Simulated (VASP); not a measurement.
BN, 4 atoms in the cell. The cell holds a slab with vacuum, 4 atoms: a = 2.509 Å, b = 2.509 Å, c = 32.600 Å, α = 90.00°, β = 90.00°, γ = 120.00°. 

```yaml
Program: VASP 6.6.1
Task: relaxation of the atoms
Functional: PBE
Dispersion: D3(BJ)
Potentials_or_basis: VASP PAW PBE potentials, release 64 (B, N)
Cutoff: 520 eV
k_mesh: 12 × 12 × 1
Occupations: gaussian, width 0.02 eV
Spin: no spin polarisation
Dipole_correction: yes
Further_INCAR_settings: ALGO = Normal; EDIFF = 1e-07; IBRION = 2; EDIFFG = -0.01; NSW = 70
Atoms_held_along_some_axes_from_0: atom 0 along a and b; atom 1 along a and b
```

Potentials or basis: VASP PAW PBE potentials, release 64 (B, N).

Launch:

```console
$ cat potpaw_PBE.64/B/POTCAR potpaw_PBE.64/N/POTCAR > POTCAR
$ mpirun -np 1 vasp_std > vasp.out
```

Hardware: 1 thread of AMD EPYC 9755 128-Core Processor, with other jobs on the host.

Q: Estimate the wall time of this run.

A: Run time: 2.5 min on 1 thread of AMD EPYC 9755 128-Core Processor, on a shared host, peak memory 0.29 GiB. Counts: scf iterations 41, k points 19, ion steps 3.
